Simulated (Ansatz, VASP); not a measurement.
# One calculation of CdTe, two programs

```xyz
4
Lattice="3.0447 -3.0738 0.0000 3.0447 3.0738 0.0000 0.0000 0.0000 6.0498" Properties=species:S:1:pos:R:3 pbc="T T T"
Cd    3.0447    1.3707    4.5373
Cd    3.0447   -1.3707    1.5124
Te    3.0447   -1.6361    4.5373
Te    3.0447    1.6361    1.5124
```

Change from the starting cell: volume scaled by 0.98, PAW files.

Alike in both runs: task electric field gradients; functional PBEsol; k mesh 9 × 9 × 6; occupations fermi-dirac, width 0.05 eV; no spin polarisation.

```csv
,VASP,Ansatz
version,VASP 6.6.1,Ansatz 0.2.0
potentials or method,"VASP PAW PBE potentials, release 64 (Cd, Te)","PAW with Ansatz's default frozen-core files, scalar-relativistic"
plane-wave cutoff (eV),520,420
valence electrons in the cell,36,72
```

|  | VASP | Ansatz | Ansatz less VASP |
| --- | --- | --- | --- |
| pressure (GPa) | -2.2 | -2.4 | -0.20 |
| traceless stress, the component that is largest in VASP (GPa) | 0.28 | 0.28 | -0.008 |
| rms of the force components (eV/Å) | 0.023 | 0.024 | +0.0008 |
| size of Vzz on the site where it differs most (V/Å²) | 8.0 | 8.8 | +0.81 |

VASP's potentials were made for PBE, not for PBEsol. Atom by atom the forces differ by 0.003 eV/Å (rms over components). The functional is the same, so the differences come from potentials, cutoffs and numerics. VASP's potentials hold 36 valence electrons a cell and Ansatz's 72, so a difference there can come from the potentials and not from the codes.

Spin-orbit coupling is off throughout.
